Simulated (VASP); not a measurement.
Ni:

```
Ni
1.0
     0.00000    1.59368    1.59368
     1.59368    0.00000    1.59368
     1.59368    1.59368    0.00000
Ni
1
Direct
  0.00000 0.00000 0.00000
```

This cell differs from its parent crystal: volume scaled by 0.74.

Base run:

| Quantity | Value |
| --- | --- |
| Program | VASP 6.6.1 |
| Functional | LDA |
| Potentials or basis | VASP PAW LDA potentials, release 64 (Ni) |
| Cutoff | 520 eV |
| k mesh | 16 × 16 × 16 |
| Occupations | fermi-dirac, width 0.1 eV |
| Spin | no spin polarisation |

Its results: pressure 90.1 GPa.

Question: The run is repeated on the same cell with these changes: spin from no spin polarisation to collinear spin, ferromagnetic start; further incar settings from ALGO = Normal; EDIFF = 1e-06; NBANDS = 11 to ALGO = Normal; EDIFF = 1e-06; NBANDS = 15. What comes out?

Answer: Pressure 91.1 GPa; net moment 0.50 μB per cell; site moments Ni +0.48 μB.
